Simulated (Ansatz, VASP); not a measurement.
**RbCl: VASP beside Ansatz**

Contents of INCAR:

```
PREC     = Accurate       # precision mode
ENCUT    = 500            # plane-wave cutoff, eV
EDIFF    = 1E-6           # SCF threshold, eV
ISMEAR   = 0              # smearing method
SIGMA    = 0.05           # smearing width, eV
LREAL    = False          # projectors in reciprocal space
LASPH    = True           # aspherical terms in the spheres
NELM     = 120            # most SCF steps
ALGO     = Normal         # electronic algorithm
ISIF     = 2              # what is computed and relaxed
LWAVE    = False          # write WAVECAR
LCHARG   = False          # write CHGCAR
GGA      = PS             # functional
NBANDS   = 15             # bands
GGA_COMPAT= False
```

KPOINTS

```
regular mesh
0
Gamma
  8 8 8
```

The input POSCAR:

```
RbCl
1.0
    0.0000000000      3.2715453165      3.2715453165
    3.2715453165      0.0000000000      3.2715453165
    3.2715453165      3.2715453165      0.0000000000
Rb Cl
1 1
Direct
    0.5000000000      0.5000000000      0.5000000000
    0.0000000000      0.0000000000      0.0000000000
```

Input for Ansatz:

```yaml
crystal:
  lattice:
    - [0.0, 3.2715453165, 3.2715453165]
    - [3.2715453165, 0.0, 3.2715453165]
    - [3.2715453165, 3.2715453165, 0.0]
  atoms:
    - { symbol: Rb, position: [0.5, 0.5, 0.5] }
    - { symbol: Cl, position: [0.0, 0.0, 0.0] }
basis:
  ecutwfc: 420
  ecutrho_ratio: 4
kpoints:
  mp_grid: { grid: [8, 8, 8] }
hamiltonian:
  xc: pbesol
scf:
  occupations: { method: gaussian, width: 0.05 }
output:
  forces: true
  stress: true
  eigenvalues: true
```

Alike in both runs: task single point; functional PBEsol; k mesh 8 × 8 × 8; occupations gaussian, width 0.05 eV; no spin polarisation.

```csv
,VASP,Ansatz
version,VASP 6.6.1,Ansatz 0.2.0
potentials or method,"VASP PAW PBE potentials, release 64 (Rb_sv, Cl), cutoff 500 eV","scalar-relativistic, plane waves, PAW"
valence electrons in the cell,16,16
```

```tsv
	VASP	Ansatz	Ansatz less VASP
gap on the k mesh at the Fermi level (eV)	4.89	4.90	+0.004
least direct gap on the mesh (eV)	4.89	4.90	+0.004
pressure (GPa)	0.0	0.0	-0.01
```

VASP's potentials were made for PBE, not for PBEsol.
